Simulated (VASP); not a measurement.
# Mo2Se2S (P2_1/m) in VASP: single point with PBE

Aim: the single point of Mo2Se2S with PBE.

Everything below comes from runs of VASP 6.6.1. Logs are shortened: lines on timing, memory, paths and dates and some standing lists are left out, and cuts for length are marked.

**1. The cell of the first run**

Symmetry: P2_1/m, No. 11, monoclinic system. The conventional cell has a = 6.447 Å, b = 3.293 Å, c = 8.980 Å, α = 90.00°, β = 104.96°, γ = 90.00°. Within 3.4 Å of Mo (site symmetry m) lie 5 Se at 2.46 to 2.72 Å and 1 S at 2.58 Å and 5 Mo at 2.85 to 3.39 Å. Within 3.1 Å of Mo (site symmetry m) lie 3 S at 2.35 to 2.39 Å and 3 Se at 2.69 to 2.89 Å and 2 Mo at 2.85 Å. Se (site symmetry m) has 3 Mo at 2.46 to 2.50 Å and 6 Se at 3.23 to 3.48 Å and 3 S at 3.31 to 3.34 Å within 3.5 Å. Se (site symmetry m) has 5 Mo at 2.69 to 2.89 Å and 6 Se at 3.29 to 3.48 Å and 2 S at 3.51 Å within 3.6 Å. S (site symmetry m) has 4 Mo at 2.35 to 2.58 Å within 3.1 Å.

**2. Single point, PBE**

INCAR

```
SYSTEM = Mo2Se2S
PREC = Accurate
ENCUT = 520
EDIFF = 1E-6
ISMEAR = 0
SIGMA = 0.1
LREAL = .FALSE.
LASPH = .TRUE.
NELM = 100
ALGO = Normal
ISIF = 2
LWAVE = .FALSE.
LCHARG = .FALSE.
GGA = PE
NBANDS = 57
```

KPOINTS

```
regular mesh
0
G
  6 10 4
  0 0 0
```

POSCAR

```
Mo2Se2S
1.0
    6.4473222686      0.0000000000      0.0155592829
    0.0000000000      3.2929641517      0.0000000000
   -2.3387318210      0.0000000000      8.6696326158
Mo Se S
4 4 2
Direct
    0.1121234716      0.7500000000      0.6247043560
    0.8878765284      0.2500000000      0.3752956440
    0.3249468467      0.7500000000      0.0119148078
    0.6750531533      0.2500000000      0.9880851922
    0.2796990053      0.2500000000      0.4813715474
    0.7203009947      0.7500000000      0.5186284526
    0.0252566439      0.2500000000      0.8424516866
    0.9747433561      0.7500000000      0.1575483134
    0.4921034171      0.7500000000      0.8086471791
    0.5078965829      0.2500000000      0.1913528209
```

Potentials or basis: VASP PAW PBE potentials, release 64 (Mo_sv, Se, S).

Launch:

```bash
$ cat potpaw_PBE.64/Mo_sv/POTCAR potpaw_PBE.64/Se/POTCAR potpaw_PBE.64/S/POTCAR > POTCAR
$ mpirun -np 1 vasp_std > vasp.out
```

OUTCAR:

```text
SYSTEM = Mo2Se2S
   PREC = Accurate
   ENCUT = 520
   EDIFF = 1E-6
   ISMEAR = 0
   LREAL = .FALSE.
   LASPH = .TRUE.
   NELM = 100
   ISIF = 2
   GGA = PE

 ion  position               nearest neighbor table
   1  0.112  0.750  0.625-   6 2.46   5 2.50   5 2.50   9 2.58   7 2.72   7 2.72   2 2.85   2 2.85
                             3 3.39
   2  0.888  0.250  0.375-   5 2.46   6 2.50   6 2.50  10 2.58   8 2.72   8 2.72   1 2.85   1 2.85
                             4 3.39
   3  0.325  0.750  0.012-   9 2.35  10 2.39  10 2.39   7 2.69   7 2.69   4 2.85   4 2.85   8 2.89
                             1 3.39
   4  0.675  0.250  0.988-  10 2.35   9 2.39   9 2.39   8 2.69   8 2.69   3 2.85   3 2.85   7 2.89
                             2 3.39
   5  0.280  0.250  0.481-   2 2.46   1 2.50   1 2.50
   6  0.720  0.750  0.519-   1 2.46   2 2.50   2 2.50
   7  0.025  0.250  0.842-   3 2.69   3 2.69   1 2.72   1 2.72   4 2.89
   8  0.975  0.750  0.158-   4 2.69   4 2.69   2 2.72   2 2.72   3 2.89
   9  0.492  0.750  0.809-   3 2.35   4 2.39   4 2.39   1 2.58
  10  0.508  0.250  0.191-   4 2.35   3 2.39   3 2.39   2 2.58

  LATTYP: Found a simple monoclinic cell.
 ALAT       =     6.4473410431
 B/A-ratio  =     0.5107476291
 C/A-ratio  =     1.3927513913
 COS(beta)  =    -0.2581203350

  Lattice vectors:

 A1 = (   6.4473222686,   0.0000000000,   0.0155592829)
 A2 = (   0.0000000000,   3.2929641517,   0.0000000000)
 A3 = (  -2.3387318210,   0.0000000000,   8.6696326158)

Analysis of symmetry for initial positions (statically):
=====================================================================
 Subroutine PRICEL returns:
 Original cell was already a primitive cell.

 Routine SETGRP: Setting up the symmetry group for a
 simple monoclinic supercell.

 Subroutine GETGRP returns: Found  4 space group operations
 (whereof  2 operations were pure point group operations)
 out of a pool of  4 trial point group operations.

The static configuration has the point symmetry S_2 .
 The point group associated with its full space group is C_2h.

Analysis of symmetry for dynamics (positions and initial velocities):
=====================================================================
 Subroutine PRICEL returns:
 Original cell was already a primitive cell.

 Routine SETGRP: Setting up the symmetry group for a
 simple monoclinic supercell.

 Subroutine GETGRP returns: Found  4 space group operations
 (whereof  2 operations were pure point group operations)
 out of a pool of  4 trial point group operations.

The dynamic configuration has the point symmetry S_2 .
 The point group associated with its full space group is C_2h.

 Subroutine INISYM returns: Found  4 space group operations
 (whereof  2 operations are pure point group operations),
 and found     1 'primitive' translations

----------------------------------------------------------------------------------------

                                     Primitive cell

  volume of cell :     184.1831

  direct lattice vectors                    reciprocal lattice vectors
     6.447322269  0.000000000  0.015559283     0.155002243  0.000000000  0.041813615
     0.000000000  3.292964152  0.000000000     0.000000000  0.303677767  0.000000000
    -2.338731821  0.000000000  8.669632616    -0.000278181  0.000000000  0.115270099

  length of vectors
     6.447341043  3.292964152  8.979543208     0.160543058  0.303677767  0.115270435

  position of ions in fractional coordinates (direct lattice)
     0.112123472  0.750000000  0.624704356
     0.887876528  0.250000000  0.375295644
     0.324946847  0.750000000  0.011914808
     0.675053153  0.250000000  0.988085192
     0.279699005  0.250000000  0.481371547
     0.720300995  0.750000000  0.518628453
     0.025256644  0.250000000  0.842451687
     0.974743356  0.750000000  0.157548313
     0.492103417  0.750000000  0.808647179
     0.507896583  0.250000000  0.191352821

  ion indices of the primitive-cell ions
   primitive index   ion index
                 1           1
                 2           2
                 3           3
                 4           4
                 5           5
                 6           6
                 7           7
                 8           8
                 9           9
                10          10

----------------------------------------------------------------------------------------

 KPOINTS: regular mesh

Automatic generation of k-mesh.
 Grid dimensions read from file:
 generate k-points for:    6   10    4

 Generating k-lattice:

  Cartesian coordinates                     Fractional coordinates (reciprocal lattice)
     0.025833707  0.000000000  0.006968936     0.166666667  0.000000000 -0.000000000
     0.000000000  0.030367777  0.000000000     0.000000000  0.100000000  0.000000000
    -0.000069545  0.000000000  0.028817525    -0.000000000  0.000000000  0.250000000

  Length of vectors
     0.026757176  0.030367777  0.028817609

  Shift w.r.t. Gamma in fractional coordinates (k-lattice)
     0.000000000  0.000000000  0.000000000

 Subroutine IBZKPT returns following result:
 ===========================================

 Found     84 irreducible k-points:

 Following reciprocal coordinates:
            Coordinates               Weight
  0.000000  0.000000  0.000000      1.000000
  0.166667  0.000000  0.000000      2.000000
  0.333333  0.000000 -0.000000      2.000000
  0.500000  0.000000  0.000000      1.000000
  0.000000  0.100000  0.000000      2.000000
  0.166667  0.100000  0.000000      4.000000
[... 16 lines left out ...]
  0.333333  0.500000 -0.000000      2.000000
  0.500000  0.500000  0.000000      1.000000
 [... further k-points ...]
   k-points           NKPTS =     84   k-points in BZ     NKDIM =     84   number of bands    NBANDS=     57
   number of dos      NEDOS =    301   number of ions     NIONS =     10
   total plane-waves  NPLWV =  80640
   dimension x,y,z NGX =    48 NGY =   24 NGZ =   70
   dimension x,y,z NGXF=    96 NGYF=   48 NGZF=  140
   ions per type =               4   4   2
   NGX,Y,Z   is equivalent  to a cutoff of  12.38, 12.12, 12.96 a.u.
   NGXF,Y,Z  is equivalent  to a cutoff of  24.75, 24.23, 25.92 a.u.
 SYSTEM =  Mo2Se2S
   PREC   = accura    normal or accurate (medium, high low for compatibility)
   ISTART =      0    job   : 0-new  1-cont  2-samecut
   ICHARG =      2    charge: 1-file 2-atom 10-const
   ISPIN  =      1    spin polarized calculation?
   LNONCOLLINEAR =      F non collinear calculations
   LSORBIT =      F    spin-orbit coupling
   LASPH  =      T    aspherical Exc in radial PAW
   ENCUT  =  520.0 eV  38.22 Ry    6.18 a.u.  11.99  6.12 16.70*2*pi/ulx,y,z
   NELM   =    100;   NELMIN=  2; NELMDL= -5     # of ELM steps
   EDIFF  = 0.1E-05   stopping-criterion for ELM
   LREAL  =      F    real-space projection
[... 7 lines left out ...]
   TEBEG  =    0.0;   TEEND  =   0.0 temperature during run
   PSTRESS=    0.0 pullay stress
   NELECT =      92.0000    total number of electrons
   NUPDOWN=      -1.0000    fix difference up-down
   EMIN   =  10.00;   EMAX   =-10.00  energy-range for DOS
   EFERMI =   0.00;   METHOD = LEGACY
   ISMEAR =     0;   SIGMA  =   0.10  broadening in eV -4-tet -1-fermi 0-gaus
   EFERMI_NEDOS =   21; number of points for ismear=-14 and -15
   IALGO  =     38    algorithm
   IMIX   =      4    mixing-type and parameters
     AMIX     =   0.40;   BMIX     =  1.00
     AMIX_MAG =   1.60;   BMIX_MAG =  1.00
  volume/ion in A,a.u.               =      18.42       124.29
  Fermi-wavevector in a.u.,A,eV,Ry     =   1.298935  2.454632 22.956199  1.687233
  Thomas-Fermi vector in A             =   2.430232
   LORBIT       =      0    0 simple, 1 ext, 2 COOP (PROOUT), +10 PAW based schemes
   GGA     = PE    functional components
   LHFCALC =     F    Hartree Fock is set to
   AEXX    =    0.0000 exact exchange contribution
   IVDW    =     0    specifies the selected vdW correction
   LEPSILON=     F    determine dielectric tensor
   LRPA    =     F    only Hartree local field effects (RPA)
 non-spin polarized calculation
 Gauss-broadening in eV      SIGMA  =   0.10
  energy-cutoff  :      520.00
  volume of cell :      184.18
 maximum number of plane-waves:      5004
   NGX = 23   NGY = 13   NGZ = 33

 number of electron      91.9999992 magnetization

 Free energy of the ion-electron system (eV)
  ---------------------------------------------------
  ext. energy  EPLUGINS =         0.00000000
  ---------------------------------------------------
  free energy    TOTEN  =       -71.63071011 eV

  energy without entropy =      -71.59887982  energy(sigma->0) =      -71.61479497

 E-fermi :   8.2362     XC(G=0): -11.1957

 val. band max:        8.2325209936   @ k =  -0.0000   0.4000   0.2500
 cond. band min:       8.2363086879   @ k =   0.1667   0.4000   0.0000
 fundamental gap:      0.0037876943
 Fermi energy:         8.2362183877

 k-point     1 :       0.0000    0.0000    0.0000
  band No.  band energies     occupation
      1     -53.3727      2.00000
      2     -53.2998      2.00000
      3     -53.2682      2.00000
      4     -53.1984      2.00000
      5     -27.6773      2.00000
      6     -27.6530      2.00000
[... 49 lines left out ...]
     56      10.7473      0.00000
     57      10.8930      0.00000

 k-point     2 :       0.1667    0.0000    0.0000
  band No.  band energies     occupation
      1     -53.3727      2.00000
      2     -53.2999      2.00000
      3     -53.2682      2.00000
      4     -53.1984      2.00000
      5     -27.6758      2.00000
      6     -27.6552      2.00000
[... 49 lines left out ...]
     56      10.9016      0.00000
     57      10.9778      0.00000

 k-point     3 :       0.3333    0.0000   -0.0000
  band No.  band energies     occupation
      1     -53.3726      2.00000
      2     -53.3000      2.00000
      3     -53.2682      2.00000
      4     -53.1984      2.00000
      5     -27.6728      2.00000
      6     -27.6592      2.00000
[... 1194 lines left out ...]
      1     -53.3242      2.00000
      2     -53.3242      2.00000
      3     -53.2215      2.00000
      4     -53.2215      2.00000
      5     -27.6956      2.00000
      6     -27.6956      2.00000
[... 49 lines left out ...]
     56      10.4632      0.00000
     57      11.4372      0.00000

 k-point    24 :       0.5000    0.5000    0.0000
  band No.  band energies     occupation
      1     -53.3242      2.00000
      2     -53.3242      2.00000
      3     -53.2215      2.00000
      4     -53.2215      2.00000
      5     -27.6963      2.00000
      6     -27.6963      2.00000
[... 49 lines left out ...]
     56      10.1428      0.00000
     57      11.3298      0.00000

 [... further k-points ...]
[... 5 lines left out ...]
  --------------------------------------------------------------------------------------
  -------------------------------------------------------------------------------------
  Total        0.2235150      0.1753236      0.1663905      0.0000000      0.0000000      0.0177788
  in kB        1.9443195      1.5251101      1.4474028      0.0000000      0.0000000      0.1546550
  external PRESSURE =       1.6389441 kB  Pullay stress =       0.0000000 kB

 VOLUME and BASIS-vectors are now :
 -----------------------------------------------------------------------------
  energy-cutoff  :      520.00
  volume of cell :      184.18
      direct lattice vectors                 reciprocal lattice vectors
     6.447322269  0.000000000  0.015559283     0.155002243  0.000000000  0.041813615
     0.000000000  3.292964152  0.000000000     0.000000000  0.303677767  0.000000000
    -2.338731821  0.000000000  8.669632616    -0.000278181  0.000000000  0.115270099

 POSITION                                       TOTAL-FORCE (eV/Angst)
 -----------------------------------------------------------------------------------
     -0.73812      2.46972      5.41770        -0.003602     -0.000000      0.019557
      4.84671      0.82324      3.26749         0.003602      0.000000     -0.019557
      2.06717      2.46972      0.10835         0.007284      0.000000     -0.000937
      2.04142      0.82324      8.57684        -0.007284      0.000000      0.000937
      0.67751      0.82324      4.17767         0.037470      0.000000     -0.010181
      3.43108      2.46972      4.50753        -0.037470      0.000000      0.010181
     -1.80743      0.82324      7.30414        -0.011246      0.000000      0.000731
      5.91602      2.46972      1.38105         0.011246      0.000000     -0.000731
      1.28154      2.46972      7.01833         0.006098      0.000000      0.002058
      2.82705      0.82324      1.66686        -0.006098      0.000000     -0.002058
 -----------------------------------------------------------------------------------
    total drift:                               -0.000000      0.000000      0.000000

  FREE ENERGIE OF THE ION-ELECTRON SYSTEM (eV)
  ---------------------------------------------------
  free  energy   TOTEN  =       -71.6307101111 eV

  energy  without entropy=      -71.5988798235  energy(sigma->0) =      -71.61479497
```

It took 6.1 min on 1 thread of Intel Xeon 6975P-C (Granite Rapids), shared host; peak memory 0.74 GiB.

Results:

| Property | Result |
| --- | --- |
| Free energy | -71.6307 eV |
| Pressure | 0.2 GPa |
| Largest force | 0.039 eV/Å |
| Band gap on the k mesh | zero (bands 46 and 47 overlap by 1.19 eV) |

Forces in eV/Å, atoms in the order of the input:
```
Mo  -0.004  0.000  0.020
Mo   0.004  0.000 -0.020
Mo   0.007  0.000 -0.001
Mo  -0.007  0.000  0.001
Se   0.037  0.000 -0.010
Se  -0.037  0.000  0.010
Se  -0.011  0.000  0.001
Se   0.011  0.000 -0.001
S    0.006  0.000  0.002
S   -0.006  0.000 -0.002
```
